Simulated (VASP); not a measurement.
Wanted: the native input for a VASP 6.6.1 run.

```yaml
Task: single point
Functional: PBE
Potentials_or_basis: VASP PAW PBE potentials, release 64 (Te, Be)
Cutoff: 600 eV
k_mesh: 8 × 8 × 8
Occupations: gaussian, width 0.026 eV
Spin: no spin polarisation
Dipole_correction: no
Further_INCAR_settings: ALGO = Normal; EDIFF = 1e-06; NBANDS = 11
```

The structure of BeTe lies in POSCAR:

```
BeTe
1.0
    0.0000000000      2.7700000000      2.7700000000
    2.7700000000      0.0000000000      2.7700000000
    2.7700000000      2.7700000000      0.0000000000
Te Be
1 1
Direct
    0.7500000000      0.7500000000      0.7500000000
    0.0000000000      0.0000000000      0.0000000000
```

The input as run:

INCAR

```
SYSTEM = BeTe
  PREC = Accurate
  ENCUT = 600
  EDIFF = 1E-6
  ISMEAR = 0
  SIGMA = 0.026000000000000002
  LREAL = .FALSE.
  LASPH = .TRUE.
  NELM = 120
  ALGO = Normal
  ISIF = 2
  LWAVE = .FALSE.
  LCHARG = .FALSE.
  GGA = PE
  NBANDS = 11
  GGA_COMPAT = .FALSE.
```

KPOINTS

```
Automatic mesh
0
G
  8 8 8
  0 0 0
```

Potentials or basis: VASP PAW PBE potentials, release 64 (Te, Be).

The run is started by

```console
$ cat potpaw_PBE.64/Te/POTCAR potpaw_PBE.64/Be/POTCAR > POTCAR
$ mpirun -np 1 vasp_std > vasp.out
```

Results of the run:

- Pressure: 4.5 GPa
- Band gap on the k mesh: 1.85 eV, indirect (least direct gap 3.56 eV)

Caveat: spin-orbit coupling is left out, which moves the levels of the heavy elements.

Wall time 10 s on 1 thread of AMD EPYC 9R45 96-Core Processor (Zen 5), with other jobs on the host, peak memory 0.15 GiB.
